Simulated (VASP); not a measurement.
# GeSe3 (I4/mmm) in VASP: a series of runs, part 2 of 3

VASP 6.6.1. Earlier steps stand in the parts before.

## 3. Single point, PBE

This run uses another cell than the first one, of 27.30 Å³/atom.

Contents of INCAR:

```
SYSTEM = GeSe3
  PREC = Accurate
  ENCUT = 520
  EDIFF = 1E-7
  ISMEAR = 0
  SIGMA = 0.1
  LREAL = .FALSE.
  LASPH = .TRUE.
  NELM = 100
  ALGO = Normal
  ISIF = 2
  LWAVE = .FALSE.
  LCHARG = .FALSE.
  GGA = PE
  NBANDS = 24
```

Contents of KPOINTS:

```
Automatic mesh
0
G
  6 6 6
  0 0 0
```

Contents of POSCAR:

```
GeSe3
1.0
   -1.8932750532      1.8932750532      7.6171172604
    1.8932750532     -1.8932750532      7.6171172604
    1.8932750532      1.8932750532     -7.6171172604
Ge Se
1 3
Direct
    0.0000000000      0.0000000000      0.0000000000
    0.5000000000      0.5000000000      0.0000000000
    0.2500000000      0.7500000000      0.5000000000
    0.7500000000      0.2500000000      0.5000000000
```

Potentials or basis: VASP PAW PBE potentials, release 64 (Ge_d, Se).

Run with:

```sh
> cat potpaw_PBE.64/Ge_d/POTCAR potpaw_PBE.64/Se/POTCAR > POTCAR
> mpirun -np 1 vasp_std > vasp.out
```

OUTCAR:

```text
SYSTEM = GeSe3
   PREC = Accurate
   ENCUT = 520
   EDIFF = 1E-7
   ISMEAR = 0
   LREAL = .FALSE.
   LASPH = .TRUE.
   NELM = 100
   ISIF = 2
   GGA = PE

 ion  position               nearest neighbor table
   1  0.000  0.000  0.000-   2 2.68   2 2.68   2 2.68   2 2.68
   2  0.500  0.500  0.000-   1 2.68   1 2.68   1 2.68   1 2.68
   3  0.250  0.750  0.500-   4 2.68   4 2.68   4 2.68   4 2.68
   4  0.750  0.250  0.500-   3 2.68   3 2.68   3 2.68   3 2.68

  LATTYP: Found a body centered tetragonal cell.
 ALAT       =     3.7865501064
 C/A-ratio  =     4.0232491563

  Lattice vectors:

 A1 = (  -1.8932750532,   1.8932750532,   7.6171172604)
 A2 = (   1.8932750532,  -1.8932750532,   7.6171172604)
 A3 = (   1.8932750532,   1.8932750532,  -7.6171172604)

Analysis of symmetry for initial positions (statically):
=====================================================================
 Subroutine PRICEL returns:
 Original cell was already a primitive cell.

 Routine SETGRP: Setting up the symmetry group for a
 body centered tetragonal supercell.

 Subroutine GETGRP returns: Found 16 space group operations
 (whereof 16 operations were pure point group operations)
 out of a pool of 16 trial point group operations.

The static configuration has the point symmetry D_4h.

Analysis of symmetry for dynamics (positions and initial velocities):
=====================================================================
 Subroutine PRICEL returns:
 Original cell was already a primitive cell.

 Routine SETGRP: Setting up the symmetry group for a
 body centered tetragonal supercell.

 Subroutine GETGRP returns: Found 16 space group operations
 (whereof 16 operations were pure point group operations)
 out of a pool of 16 trial point group operations.

The dynamic configuration has the point symmetry D_4h.

 Subroutine INISYM returns: Found 16 space group operations
[... 118 lines left out ...]
   IALGO  =     38    algorithm
   IMIX   =      4    mixing-type and parameters
     AMIX     =   0.40;   BMIX     =  1.00
     AMIX_MAG =   1.60;   BMIX_MAG =  1.00
  volume/ion in A,a.u.               =      27.30       184.25
  Fermi-wavevector in a.u.,A,eV,Ry     =   1.087340  2.054775 16.086289  1.182309
  Thomas-Fermi vector in A             =   2.223497
   LORBIT       =      0    0 simple, 1 ext, 2 COOP (PROOUT), +10 PAW based schemes
   GGA     = PE    functional components
   LHFCALC =     F    Hartree Fock is set to
   AEXX    =    0.0000 exact exchange contribution
   IVDW    =     0    specifies the selected vdW correction
   LEPSILON=     F    determine dielectric tensor
   LRPA    =     F    only Hartree local field effects (RPA)
 non-spin polarized calculation
 Gauss-broadening in eV      SIGMA  =   0.10
  energy-cutoff  :      520.00
  volume of cell :      109.21
 maximum number of plane-waves:      2964
   NGX = 29   NGY = 29   NGZ = 29

 number of electron      31.9999996 magnetization

 Free energy of the ion-electron system (eV)
  ---------------------------------------------------
  ext. energy  EPLUGINS =         0.00000000
  ---------------------------------------------------
  free energy    TOTEN  =       -14.33820627 eV

  energy without entropy =      -14.32898669  energy(sigma->0) =      -14.33359648

 E-fermi :   2.6339     XC(G=0):  -8.9451

 val. band max:        2.6104898410   @ k =   0.5000   0.5000   0.3333
 cond. band min:       2.7278886092   @ k =   0.5000   0.5000   0.3333
 fundamental gap:      0.1173987682
 Fermi energy:         2.6338969275

 k-point     1 :       0.0000    0.0000    0.0000
  band No.  band energies     occupation
      1     -22.2491      2.00000
      2     -22.2007      2.00000
      3     -22.2007      2.00000
      4     -22.1089      2.00000
      5     -22.1069      2.00000
      6     -12.6053      2.00000
[... 637 lines left out ...]
     23       8.1343      0.00000
     24       8.8966      0.00000

 [... further k-points ...]

------------------------ aborting loop because EDIFF is reached ----------------------------------------

  FORCE on cell =-STRESS in cart. coord.  units (eV):
  Direction    XX          YY          ZZ          XY          YZ          ZX
  --------------------------------------------------------------------------------------
  -------------------------------------------------------------------------------------
  Total        0.0170360      0.0170360      0.0233989      0.0000000     -0.0000000     -0.0000000
  in kB        0.2499199      0.2499199      0.3432639      0.0000000     -0.0000000     -0.0000000
  external PRESSURE =       0.2810346 kB  Pullay stress =       0.0000000 kB

 VOLUME and BASIS-vectors are now :
 -----------------------------------------------------------------------------
  energy-cutoff  :      520.00
  volume of cell :      109.21
      direct lattice vectors                 reciprocal lattice vectors
    -1.893275053  1.893275053  7.617117260     0.000000000  0.264092636  0.065641631
     1.893275053 -1.893275053  7.617117260     0.264092636  0.000000000  0.065641631
     1.893275053  1.893275053 -7.617117260     0.264092636  0.264092636  0.000000000

 POSITION                                       TOTAL-FORCE (eV/Angst)
 -----------------------------------------------------------------------------------
      0.00000      0.00000      0.00000        -0.000000     -0.000000     -0.000000
      0.00000      0.00000      7.61712        -0.000000     -0.000000     -0.000000
      1.89328      0.00000      3.80856        -0.000000      0.000000      0.000000
      0.00000      1.89328      3.80856         0.000000      0.000000      0.000000
 -----------------------------------------------------------------------------------
    total drift:                               -0.000000      0.000000     -0.000000

  FREE ENERGIE OF THE ION-ELECTRON SYSTEM (eV)
  ---------------------------------------------------
  free  energy   TOTEN  =       -14.3382062692 eV

  energy  without entropy=      -14.3289866872  energy(sigma->0) =      -14.33359648
```

OSZICAR:

```text
N       E                     dE             d eps       ncg     rms          rms(c)
DAV:   1     0.236248415214E+03    0.23625E+03   -0.14105E+04  1776   0.196E+03
DAV:   2     0.182629414776E+02   -0.21799E+03   -0.20440E+03  1632   0.541E+02
DAV:   3    -0.132964316618E+02   -0.31559E+02   -0.31052E+02  1848   0.120E+02
DAV:   4    -0.146291762072E+02   -0.13327E+01   -0.13315E+01  1664   0.289E+01
DAV:   5    -0.146566260801E+02   -0.27450E-01   -0.27444E-01  1832   0.430E+00    0.593E+00
DAV:   6    -0.143512925237E+02    0.30533E+00   -0.29810E-01  1880   0.402E+00    0.362E+00
DAV:   7    -0.143398921162E+02    0.11400E-01   -0.13992E-01  1768   0.172E+00    0.130E+00
DAV:   8    -0.143419554007E+02   -0.20633E-02   -0.32306E-02  1960   0.115E+00    0.278E-01
DAV:   9    -0.143379984903E+02    0.39569E-02   -0.55869E-03  1744   0.355E-01    0.108E-01
DAV:  10    -0.143383598722E+02   -0.36138E-03   -0.26948E-03  1872   0.216E-01    0.102E-01
DAV:  11    -0.143381959152E+02    0.16396E-03   -0.85637E-04  1672   0.106E-01    0.187E-02
DAV:  12    -0.143382074856E+02   -0.11570E-04   -0.37959E-05  1736   0.338E-02    0.709E-03
DAV:  13    -0.143382070263E+02    0.45935E-06   -0.13067E-05  1840   0.139E-02    0.457E-03
DAV:  14    -0.143382064516E+02    0.57465E-06   -0.13643E-06  1664   0.482E-03    0.251E-03
DAV:  15    -0.143382062533E+02    0.19835E-06   -0.51262E-07  1504   0.279E-03    0.481E-04
DAV:  16    -0.143382062692E+02   -0.15869E-07   -0.51461E-08  1144   0.109E-03
   1 F= -.14338206E+02 E0= -.14333596E+02  d E =-.921958E-02
```

Wall time 3 min (1 thread of Intel Xeon 6975P-C (Granite Rapids), shared host); peak memory 0.48 GiB.

Results:

| Item | Value |
| --- | --- |
| Free energy | -14.3382 eV |
| Pressure | 0.0 GPa |
| Band gap on the k mesh | zero (bands 16 and 17 overlap by 1.89 eV) |

Levels at points of the mesh, in eV from the Fermi level:
```tsv
k point	band 13	band 14	band 15	band 16	band 17	band 18	band 19	band 20
(0.00, 0.00, 0.00)	-2.60	-2.60	-1.93	1.02	2.96	3.60	3.60	4.30
(0.50, 0.00, 0.00)	-1.59	-1.12	-1.02	-0.98	-0.83	0.61	1.14	1.65
(0.50, 0.50, 0.00)	-5.12	-1.30	-1.17	-0.91	1.23	5.33	5.42	5.42
(0.50, 0.50, 0.50)	-3.02	-2.59	-2.59	1.04	2.97	3.60	3.60	4.33
```

(Continued in part 3 of 3.)
